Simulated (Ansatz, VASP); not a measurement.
Al in VASP and in Ansatz

```
CELL_PARAMETERS angstrom
-3.96256 3.96256 0.00000
-3.96256 0.00000 3.96256
0.00000 3.96256 3.96256
ATOMIC_POSITIONS crystal
Al 0.01262 0.98738 0.01262
Al 0.50000 0.00000 0.00000
Al 0.00000 0.50000 0.00000
Al 0.00000 0.00000 0.50000
Al 0.50000 0.50000 0.00000
Al 0.50000 0.00000 0.50000
Al 0.00000 0.50000 0.50000
Al 0.50000 0.50000 0.50000
```

Alike in both runs: task single point; functional PBEsol; dispersion D3(BJ); k mesh 14 × 14 × 14; occupations gaussian, width 0.15 eV; no spin polarisation.

|  | VASP | Ansatz |
| --- | --- | --- |
| version | VASP 6.6.1 | Ansatz 0.2.0 |
| potentials or method | VASP PAW PBE potentials, release 64 (Al), cutoff 520 eV | scalar-relativistic, plane waves, PAW |
| valence electrons in the cell | 24 | 24 |

```tsv
	VASP	Ansatz	Ansatz less VASP
gap on the k mesh at the Fermi level (eV)	none	none	-
pressure (GPa)	0.2	0.1	-0.08
rms of the force components (eV/Å)	0.148	0.147	-0.0009
```

VASP's potentials were made for PBE, not for PBEsol. Atom by atom the forces differ by 0.001 eV/Å (rms over components). A gap of «none» marks a metal or a gap that the smearing closes.
